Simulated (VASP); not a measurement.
A run of VASP 6.6.1 is set up as follows.

File INCAR:

```
SYSTEM = BN
  PREC = Accurate
  ENCUT = 520
  EDIFF = 1E-7
  ISMEAR = 0
  SIGMA = 0.01
  LREAL = .False.
  LASPH = .True.
  NELM = 100
  ALGO = Normal
  ISIF = 2
  LWAVE = .False.
  LCHARG = .True.
  GGA = PE
  LELF = .True.
  LVHAR = .True.
  NBANDS = 11
```

File KPOINTS:

```
regular mesh
0
Gamma
  6 6 6
  0 0 0
```

File POSCAR:

```
BN
1.0
    0.0000000000      1.8228737197      1.7971376930
    1.8228737197      0.0000000000      1.7971376930
    1.8228737197      1.8228737197      0.0000000000
B N
1 1
Direct
    0.0000000000      0.0000000000      0.0000000000
    0.2500000000      0.2500000000      0.2500000000
```

Potentials or basis: VASP PAW PBE potentials, release 64 (B, N).

The run is started by

```console
$ cat potpaw_PBE.64/B/POTCAR potpaw_PBE.64/N/POTCAR > POTCAR
$ mpirun -np 1 vasp_std > vasp.out
```

Q: What does it give for the pressure?

A: -0.9 GPa.

Q: What does it give for the band gap on the k mesh?

A: 4.19 eV, indirect (least direct gap 8.61 eV).

Stress tensor (GPa, compression positive):
```
-3.73  0.00  0.00
 0.00 -3.73  0.00
 0.00  0.00  4.75
```

Caveat: the k points lie up to 0.50 Å⁻¹ apart; the cell differs from its parent crystal (epitaxial xy strain +1.0%). A k mesh can miss the band edges.
